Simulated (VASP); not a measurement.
## Zn5CdS6: single point with PBE

The system is Zn5CdS6.

```
Zn Cd S
1.0
     3.89665    0.00000    0.00000
    -1.94832    3.37460    0.00000
     0.00000    0.00000   19.22851
Zn Cd S
5 1 6
Direct
  0.00000 0.00000 0.00887
  0.66667 0.33333 0.65790
  0.00000 0.00000 0.49559
  0.33333 0.66667 0.33329
  0.66667 0.33333 0.17095
  0.33333 0.66667 0.83047
  0.00000 0.00000 0.88695
  0.33333 0.66667 0.69800
  0.66667 0.33333 0.53545
  0.00000 0.00000 0.37316
  0.33333 0.66667 0.21085
  0.66667 0.33333 0.04851
```

- Program: VASP 6.6.1
- Task: single point
- Functional: PBE
- Potentials or basis: VASP PAW PBE potentials, release 64 (Zn, Cd, S)
- Cutoff: 520 eV
- k mesh: 12 × 12 × 2
- Occupations: gaussian, width 0.02 eV
- Spin: no spin polarisation

The pressure is 0.2 GPa. The largest force is 0.023 eV/Å. The band gap on the k mesh is 1.53 eV, direct.

Forces in eV/Å, atoms in the order of the input:
```
Zn   0.000  0.000  0.007
Zn   0.000  0.000  0.005
Zn   0.000  0.000  0.008
Zn   0.000  0.000  0.006
Zn   0.000  0.000  0.003
Cd   0.000  0.000 -0.007
S    0.000  0.000  0.023
S    0.000  0.000 -0.023
S    0.000  0.000 -0.005
S    0.000  0.000 -0.006
S    0.000  0.000 -0.006
S    0.000  0.000 -0.006
```

Levels at points of the mesh, in eV from the valence-band top:
| k point | band 50 | band 51 | band 52 | band 53 | band 54 | band 55 | band 56 | band 57 | band 58 | band 59 |
| --- | --- | --- | --- | --- | --- | --- | --- | --- | --- | --- |
| (0.00, 0.00, 0.00) | -0.38 | -0.38 | -0.25 | 0.00 | 0.00 | 1.53 | 2.64 | 2.74 | 2.89 | 2.99 |
| (0.50, 0.00, 0.00) | -1.90 | -1.45 | -1.25 | -1.04 | -0.82 | 2.93 | 3.22 | 3.68 | 3.69 | 3.86 |
| (0.00, 0.00, 0.50) | -0.59 | -0.35 | -0.35 | 0.00 | 0.00 | 1.92 | 2.12 | 2.86 | 2.95 | 3.01 |
| (0.50, 0.00, 0.50) | -1.58 | -1.38 | -1.29 | -1.18 | -0.83 | 3.17 | 3.36 | 3.39 | 3.49 | 3.94 |

It took 15 min on 1 thread of Intel(R) Xeon(R) Platinum 8259CL CPU @ 2.50GHz (Skylake/Cascade Lake), on a shared host, peak memory 0.67 GiB.

A k mesh can miss the band edges. A hybrid or GW would open this gap; PBE tends to underestimate it.
